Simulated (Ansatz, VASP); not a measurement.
One calculation of Ge, two programs

INCAR

```
SYSTEM = Ge
PREC = Accurate
ENCUT = 520
EDIFF = 1E-6
ISMEAR = -1
SIGMA = 0.1
LREAL = .False.
LASPH = .True.
NELM = 60
ALGO = Normal
ISIF = 2
LWAVE = .False.
LCHARG = .False.
GGA = RP
NBANDS = 21
```

Contents of KPOINTS:

```
Automatic mesh
0
Gamma
  14 14 10
  0 0 0
```

POSCAR

```
Ge
1.0
   -2.6444339737      2.6476233778      1.4627683156
    2.6476233778     -2.6444339737      1.4627683156
    2.6587983000      2.6587983000     -1.4569269161
Ge
2
Direct
    0.9997552703      0.0002447297      0.0000000000
    0.7502447297      0.2497552703      0.5000000000
```

Input for Ansatz:

```yaml
crystal:
  lattice:
    - [-2.6444339737, 2.6476233778, 1.4627683156]
    - [2.6476233778, -2.6444339737, 1.4627683156]
    - [2.6587983, 2.6587983, -1.4569269161]
  atoms:
    - { symbol: Ge, position: [0.9997552703, 0.0002447297, 0.0] }
    - { symbol: Ge, position: [0.7502447297, 0.2497552703, 0.5] }
hamiltonian:
  xc: rpbe
  pseudopotentials:
    kind: paw
    azcp:
      Ge: "pseudopotentials/Ge.paw.azcp"
basis:
  ecutwfc: 420
  fft_grid_basis: typed
kpoints:
  mp_grid: { grid: [14, 14, 10], shift: [0, 0, 0] }
magnetization:
  spin_polarized: false
scf:
  occupations: { method: fermi_dirac, width: 0.1 }
  lower_state_search: "off"
output:
  stress: true
```

Alike in both runs: task single point; functional RPBE; k mesh 14 × 14 × 10; occupations fermi-dirac, width 0.1 eV; no spin polarisation.

```csv
,VASP,Ansatz
version,VASP 6.6.1,Ansatz 0.2.0
potentials or method,"VASP PAW PBE potentials, release 64 (Ge_d), cutoff 520 eV","plane waves (420 eV) with PAW, scalar-relativistic"
valence electrons in the cell,28,28
```

```tsv
	VASP	Ansatz	Ansatz less VASP
pressure (GPa)	-2.4	-2.2	+0.20
traceless stress, the component that is largest in VASP (GPa)	-0.32	-0.32	-0.002
```

VASP's potentials were made for PBE, not for RPBE. With one functional, cell and mesh, what is left measures potentials, basis and numerics.
